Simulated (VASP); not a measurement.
# O (Fmmm) in VASP: notebook

Runs on O. Level: PBEsol. Tasks: single point.

Program: VASP 6.6.1. These are calculated values, not measurements. Logs are shortened: lines on timing, memory, paths and dates and some standing lists are left out, and cuts for length are marked.

### Step 1. The cell of the first run

The structure is orthorhombic, space group Fmmm (No. 69). Conventional cell: a = 3.327 Å, b = 3.339 Å, c = 9.532 Å, α = 90.00°, β = 90.00°, γ = 90.00°. Within 1.7 Å of O (site symmetry mm2) lie 1 O at 1.29 Å.

### Step 2. Single point, PBEsol (13.24 Å³/atom)

INCAR

```
SYSTEM = O
  ALGO = Normal
  EDIFF = 1E-6
  ENCUT = 600
  GGA = PS
  GGA_COMPAT = .FALSE.
  ISIF = 2
  ISMEAR = 0
  LASPH = .TRUE.
  LCHARG = .TRUE.
  LELF = .TRUE.
  LREAL = .FALSE.
  LVHAR = .TRUE.
  LWAVE = .FALSE.
  NBANDS = 13
  NELM = 120
  PREC = Accurate
  SIGMA = 0.15
```

KPOINTS

```
k-points
0
G
  22 22 22
  0 0 0
```

POSCAR

```
O
1.0
    0.0000000000      1.6636109657      4.7661398338
    1.6693146476      0.0000000000      4.7661398338
    1.6693146476      1.6636109657      0.0000000000
O
2
Direct
    0.0675080576      0.0675080576      0.9324919424
    0.9324919424      0.9324919424      0.0675080576
```

Potentials or basis: VASP PAW PBE potentials, release 64 (O).

Started as:

```
cat potpaw_PBE.64/O/POTCAR > POTCAR
mpirun -np 1 vasp_std > vasp.out
```

OUTCAR:

```text
SYSTEM = O
   EDIFF = 1E-6
   ENCUT = 600
   GGA = PS
   ISIF = 2
   ISMEAR = 0
   LASPH = .TRUE.
   LREAL = .FALSE.
   NELM = 120
   PREC = Accurate

 ion  position               nearest neighbor table
   1  0.068  0.068  0.932-   2 1.29
   2  0.932  0.932  0.068-   1 1.29

  LATTYP: Found a face centered orthorhombic cell.
 ALAT       =     3.3272219314
 B/A-ratio  =     1.0034284950
 C/A-ratio  =     2.8649365339

  Lattice vectors:

 A1 = (   1.6693146476,   0.0000000000,  -4.7661398338)
 A2 = (   0.0000000000,   1.6636109657,  -4.7661398338)
 A3 = (   1.6693146476,   1.6636109657,   0.0000000000)

Analysis of symmetry for initial positions (statically):
=====================================================================
 Subroutine PRICEL returns:
 Original cell was already a primitive cell.

 Routine SETGRP: Setting up the symmetry group for a
 face centered orthorhombic supercell.

 Subroutine GETGRP returns: Found  8 space group operations
 (whereof  8 operations were pure point group operations)
 out of a pool of  8 trial point group operations.

The static configuration has the point symmetry D_2h.

Analysis of symmetry for dynamics (positions and initial velocities):
=====================================================================
 Subroutine PRICEL returns:
 Original cell was already a primitive cell.

 Routine SETGRP: Setting up the symmetry group for a
 face centered orthorhombic supercell.

 Subroutine GETGRP returns: Found  8 space group operations
 (whereof  8 operations were pure point group operations)
 out of a pool of  8 trial point group operations.

The dynamic configuration has the point symmetry D_2h.

 Subroutine INISYM returns: Found  8 space group operations
 (whereof  8 operations are pure point group operations),
 and found     1 'primitive' translations

----------------------------------------------------------------------------------------

                                     Primitive cell

  volume of cell :      26.4720

  direct lattice vectors                    reciprocal lattice vectors
     0.000000000  1.663610966  4.766139834    -0.299524120  0.300551036  0.104906700
     1.669314648  0.000000000  4.766139834     0.299524120 -0.300551036  0.104906700
     1.669314648  1.663610966  0.000000000     0.299524120  0.300551036 -0.104906700

  length of vectors
     5.048137316  5.050019832  2.356737753     0.437093856  0.437093856  0.437093856

  position of ions in fractional coordinates (direct lattice)
     0.067508058  0.067508058  0.932491942
[... 89 lines left out ...]
   NELECT =      12.0000    total number of electrons
   NUPDOWN=      -1.0000    fix difference up-down
   EMIN   =  10.00;   EMAX   =-10.00  energy-range for DOS
   EFERMI =   0.00;   METHOD = LEGACY
   ISMEAR =     0;   SIGMA  =   0.15  broadening in eV -4-tet -1-fermi 0-gaus
   EFERMI_NEDOS =   21; number of points for ismear=-14 and -15
   IALGO  =     38    algorithm
   IMIX   =      4    mixing-type and parameters
     AMIX     =   0.40;   BMIX     =  1.00
     AMIX_MAG =   1.60;   BMIX_MAG =  1.00
  volume/ion in A,a.u.               =      13.24        89.32
  Fermi-wavevector in a.u.,A,eV,Ry     =   1.257592  2.376504 21.518116  1.581537
  Thomas-Fermi vector in A             =   2.391243
   LORBIT       =      0    0 simple, 1 ext, 2 COOP (PROOUT), +10 PAW based schemes
   GGA     = PS    functional components
   LHFCALC =     F    Hartree Fock is set to
   AEXX    =    0.0000 exact exchange contribution
   IVDW    =     0    specifies the selected vdW correction
   LEPSILON=     F    determine dielectric tensor
   LRPA    =     F    only Hartree local field effects (RPA)
 non-spin polarized calculation
 Gauss-broadening in eV      SIGMA  =   0.15
  energy-cutoff  :      600.00
  volume of cell :       26.47
 maximum number of plane-waves:       908
   NGX = 21   NGY = 21   NGZ =  9

 number of electron      12.0000001 magnetization

 Free energy of the ion-electron system (eV)
  ---------------------------------------------------
  ext. energy  EPLUGINS =         0.00000000
  ---------------------------------------------------
  free energy    TOTEN  =       -10.16553827 eV

  energy without entropy =      -10.15414296  energy(sigma->0) =      -10.15984061

 E-fermi :  -1.0060     XC(G=0):  -8.5736

 val. band max:       -1.0067638912   @ k =   0.5000   0.2727   0.1364
 cond. band min:      -1.0056262686   @ k =   0.3636  -0.4091   0.1364
 fundamental gap:      0.0011376226
 Fermi energy:        -1.0060356088

 k-point     1 :       0.0000    0.0000    0.0000
  band No.  band energies     occupation
      1     -26.6514      2.00000
      2     -16.0268      2.00000
      3      -8.6333      2.00000
      4      -4.7968      2.00000
      5      -4.7872      2.00000
      6       0.5019      0.00000
      7       0.5093      0.00000
      8       6.7028      0.00000
      9       7.3169      0.00000
     10      10.7012      0.00000
     11      15.1981      0.00000
     12      19.5280      0.00000
     13      25.8012      0.00000
[... 354 lines left out ...]
  band No.  band energies     occupation
      1     -25.7118      2.00000
      2     -14.8558      2.00000
      3      -9.3765      2.00000
      4      -7.5079      2.00000
      5      -4.3270      2.00000
      6      -3.1031      2.00000
      7       0.8520      0.00000
      8       6.9046      0.00000
      9      12.3183      0.00000
     10      12.7741      0.00000
     11      17.0894      0.00000
     12      17.9549      0.00000
     13      20.6737      0.00000

 [... further k-points ...]

------------------------ aborting loop because EDIFF is reached ----------------------------------------

  FORCE on cell =-STRESS in cart. coord.  units (eV):
  Direction    XX          YY          ZZ          XY          YZ          ZX
  --------------------------------------------------------------------------------------
  -------------------------------------------------------------------------------------
  Total       -0.0863841     -0.0814645     -5.0112460      0.0000000      0.0000000      0.0000000
  in kB       -5.2282670     -4.9305157   -303.2980055      0.0000000      0.0000000      0.0000000
  external PRESSURE =    -104.4855961 kB  Pullay stress =       0.0000000 kB

 VOLUME and BASIS-vectors are now :
 -----------------------------------------------------------------------------
  energy-cutoff  :      600.00
  volume of cell :       26.47
      direct lattice vectors                 reciprocal lattice vectors
     0.000000000  1.663610966  4.766139834    -0.299524120  0.300551036  0.104906700
     1.669314648  0.000000000  4.766139834     0.299524120 -0.300551036  0.104906700
     1.669314648  1.663610966  0.000000000     0.299524120  0.300551036 -0.104906700

 POSITION                                       TOTAL-FORCE (eV/Angst)
 -----------------------------------------------------------------------------------
      1.66931      1.66361      0.64351         0.000000      0.000000     -3.818193
      1.66931      1.66361      8.88877         0.000000      0.000000      3.818193
 -----------------------------------------------------------------------------------
    total drift:                                0.000000      0.000000      0.000000

  FREE ENERGIE OF THE ION-ELECTRON SYSTEM (eV)
  ---------------------------------------------------
  free  energy   TOTEN  =       -10.1655382692 eV

  energy  without entropy=      -10.1541429579  energy(sigma->0) =      -10.15984061
```

Run time: 19 min. Hardware: 1 thread of Oxide Virtual Turin-like, shared host; peak memory 0.53 GiB.

Results:

- Free energy: -10.1655 eV
- Pressure: -10.4 GPa
- Largest force: 3.818 eV/Å
- Band gap on the k mesh: zero (bands 6 and 7 overlap by 2.66 eV)

Forces in eV/Å, atoms in the order of the input:
```
O    0.000  0.000 -3.818
O    0.000  0.000  3.818
```

Caveat: spin is off for a triplet molecule; the stress differs along the axes, from -30 to -0 GPa; this functional lacks dispersion, which holds the molecules together, so the pressure and a relaxed volume are unreliable; the PAW data sets were made with another functional, which shifts forces and pressure a little.

(Continued in part 2 of 2.)
